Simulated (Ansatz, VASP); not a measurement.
## One calculation of PbSe, two programs

The input INCAR:

```
SYSTEM = PbSe
  PREC = Accurate
  ENCUT = 520
  EDIFF = 1E-7
  ISMEAR = 1
  SIGMA = 0.129
  LREAL = .FALSE.
  LASPH = .TRUE.
  NELM = 80
  ALGO = Normal
  ISIF = 2
  LWAVE = .FALSE.
  LCHARG = .TRUE.
  GGA = RP
  LELF = .TRUE.
  LVHAR = .TRUE.
  NBANDS = 17
```

The input KPOINTS:

```
regular mesh
0
G
  7 7 7
  0 0 0
```

POSCAR

```
PbSe
1.0
    0.0000000000      3.0767570000      3.0767570000
    3.0767570000      0.0000000000      3.0767570000
    3.0767570000      3.0767570000      0.0000000000
Pb Se
1 1
Direct
    0.0000000000      0.0000000000      0.0000000000
    0.5000000000      0.5000000000      0.5000000000
```

Input for Ansatz:

```yaml
crystal:
  lattice:
    - [0.0, 3.076757, 3.076757]
    - [3.076757, 0.0, 3.076757]
    - [3.076757, 3.076757, 0.0]
  atoms:
    - { symbol: Pb, position: [0.0, 0.0, 0.0] }
    - { symbol: Se, position: [0.5, 0.5, 0.5] }
  symmetry: { tolerance: 0.0003 }
kpoints:
  mp_grid: { grid: [7, 7, 7], shift: [0, 0, 0] }
  band_path:
    path:
      - [0.0, 0.0, 0.0]
      - [0.5, 0.0, 0.5]
      - [0.625, 0.25, 0.625]
      - [0.375, 0.375, 0.75]
      - [0.0, 0.0, 0.0]
      - [0.5, 0.5, 0.5]
      - [0.5, 0.25, 0.75]
      - [0.5, 0.0, 0.5]
    npoints: 8
magnetization:
  spin_polarized: false
scf:
  occupations: { method: cold, width: 0.1814 }
  lower_state_search: "off"
  max_iter: 200
hamiltonian:
  pseudopotentials: { kind: paw }
  xc: rpbe
basis:
  ecutwfc: 420
  fft_grid_basis: typed
output:
  forces: true
  stress: true
  eigenvalues: true
  bader: true
  populations: true
  elf: true
  write_potential: true
  volumetric_format: npy
  dos:
    e_range: [-12, 8]
    de: 0.05
    projected: { site_lists: { Pb: [Pb], Se: [Se] } }
checkpoint:
  read: saved_state
```

Alike in both runs: task single point; functional RPBE; k mesh 7 × 7 × 7; no spin polarisation.

|  | VASP | Ansatz |
| --- | --- | --- |
| version | VASP 6.6.1 | Ansatz 0.2.0 |
| potentials or method | VASP PAW PBE potentials, release 64 (Pb_d, Se), cutoff 520 eV | PAW plane waves |
| occupations | methfessel-paxton of order 1, width 0.129 eV | cold, width 0.1814 eV |
| valence electrons in the cell | 20 | 30 |

|  | VASP | Ansatz | Ansatz less VASP |
| --- | --- | --- | --- |
| pressure (GPa) | 3.3 | 3.3 | +0.02 |

VASP's potentials were made for PBE, not for RPBE. VASP's potentials hold 20 valence electrons a cell and Ansatz's 30, so a difference there can come from the potentials and not from the codes.

Spin-orbit coupling is off throughout.
